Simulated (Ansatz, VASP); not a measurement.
# One calculation of SnO2, two programs

INCAR

```
SYSTEM = SnO2
  PREC = Accurate
  ENCUT = 520
  EDIFF = 1E-6
  ISMEAR = 0
  SIGMA = 0.05
  LREAL = Auto
  LASPH = .TRUE.
  NELM = 100
  ALGO = Normal
  ISIF = 2
  LWAVE = .FALSE.
  LCHARG = .FALSE.
  LDIPOL = .TRUE.
  IDIPOL = 3
  DIPOL = 0.5 0.5 0.431
  GGA = PE
  NBANDS = 122
```

KPOINTS

```
regular mesh
0
G
  3 2 1
  0 0 0
```

Contents of POSCAR:

```
SnO2
1.0
    6.4759818732      0.0000000000      0.0000000000
    0.0000000000      6.8274058871      0.0000000000
    0.0000000000      0.0000000000     25.6599740799
O Sn
16 8
Direct
    0.0000000000      0.0000000000      0.3117696057
    0.5000000000      0.0000000000      0.3117696057
    0.2500000000      0.3066050869      0.3632266166
    0.7500000000      0.3066050869      0.3632266166
    0.2500000000      0.6933949131      0.3632266166
    0.7500000000      0.6933949131      0.3632266166
    0.0000000000      0.0000000000      0.4146836276
    0.5000000000      0.0000000000      0.4146836276
   -0.0000044076      0.5112440964      0.4437687448
    0.4999996492      0.5072660125      0.4445175255
    0.2488731006      0.8155102384      0.5056074568
    0.7511588011      0.8155107766      0.5056088116
    0.2420898513      0.1907953225      0.4981953635
    0.7579542065      0.1907991693      0.4982008507
   -0.0000110102      0.4979687485      0.5486145071
    0.4999974339      0.4828477158      0.5485718118
    0.0000000000      0.5000000000      0.3632266166
    0.5000000000      0.5000000000      0.3632266166
    0.2500000000      0.0000000000      0.3632266166
    0.7500000000      0.0000000000      0.3632266166
    0.0000152987     -0.0014268550      0.4917372544
    0.5000304703      0.0064478230      0.4960889291
    0.2479622722      0.5022214479      0.5009358790
    0.7520305173      0.5022214806      0.5009350554
```

Input for Ansatz:

```yaml
crystal:
  lattice:
    - [6.4759818732, 0.0, 0.0]
    - [0.0, 6.8274058871, 0.0]
    - [0.0, 0.0, 25.6599740799]
  atoms:
    - { symbol: O, position: [0.0, 0.0, 0.3117696057] }
    - { symbol: O, position: [0.5, 0.0, 0.3117696057] }
    - { symbol: Sn, position: [0.0, 0.5, 0.3632266166] }
    - { symbol: Sn, position: [0.5, 0.5, 0.3632266166] }
    - { symbol: Sn, position: [0.25, 0.0, 0.3632266166] }
    - { symbol: Sn, position: [0.75, 0.0, 0.3632266166] }
    - { symbol: O, position: [0.25, 0.3066050869, 0.3632266166] }
    - { symbol: O, position: [0.75, 0.3066050869, 0.3632266166] }
    - { symbol: O, position: [0.25, 0.6933949131, 0.3632266166] }
    - { symbol: O, position: [0.75, 0.6933949131, 0.3632266166] }
    - { symbol: O, position: [0.0, 0.0, 0.4146836276] }
    - { symbol: O, position: [0.5, 0.0, 0.4146836276] }
    - { symbol: O, position: [-4.4076e-06, 0.5112440964, 0.4437687448] }
    - { symbol: O, position: [0.4999996492, 0.5072660125, 0.4445175255] }
    - { symbol: Sn, position: [1.52987e-05, -0.001426855, 0.4917372544] }
    - { symbol: Sn, position: [0.5000304703, 0.006447823, 0.4960889291] }
    - { symbol: Sn, position: [0.2479622722, 0.5022214479, 0.500935879] }
    - { symbol: Sn, position: [0.7520305173, 0.5022214806, 0.5009350554] }
    - { symbol: O, position: [0.2488731006, 0.8155102384, 0.5056074568] }
    - { symbol: O, position: [0.7511588011, 0.8155107766, 0.5056088116] }
    - { symbol: O, position: [0.2420898513, 0.1907953225, 0.4981953635] }
    - { symbol: O, position: [0.7579542065, 0.1907991693, 0.4982008507] }
    - { symbol: O, position: [-1.10102e-05, 0.4979687485, 0.5486145071] }
    - { symbol: O, position: [0.4999974339, 0.4828477158, 0.5485718118] }
basis:
  ecutwfc: 420
kpoints:
  mp_grid: { grid: [3, 2, 1] }
hamiltonian:
  xc: pbe
scf:
  occupations: { method: gaussian, width: 0.05 }
output:
  forces: true
  eigenvalues: true
  write_density: true
  volumetric_format: npy
efield:
  axis: 3
  dipole_correction: true
  ramp_width: 0.04
```

Alike in both runs: task single point; functional PBE; k mesh 3 × 2 × 1; occupations gaussian, width 0.05 eV; no spin polarisation.

```csv
,VASP,Ansatz
version,VASP 6.6.1,Ansatz 0.2.0
potentials or method,"VASP PAW PBE potentials, release 64 (O, Sn_d), cutoff 520 eV","scalar-relativistic, plane waves, PAW"
valence electrons in the cell,208,208
```

```csv
,VASP,Ansatz,Ansatz less VASP
gap on the k mesh at the Fermi level (eV),0.40,0.43,+0.026
least direct gap on the mesh (eV),0.41,0.43,+0.026
rms of the force components (eV/Å),0.807,0.822,+0.0151
```

With one functional, cell and mesh, what is left measures potentials, basis and numerics.

The k mesh is coarse, so the values compare programs but aren't converged.
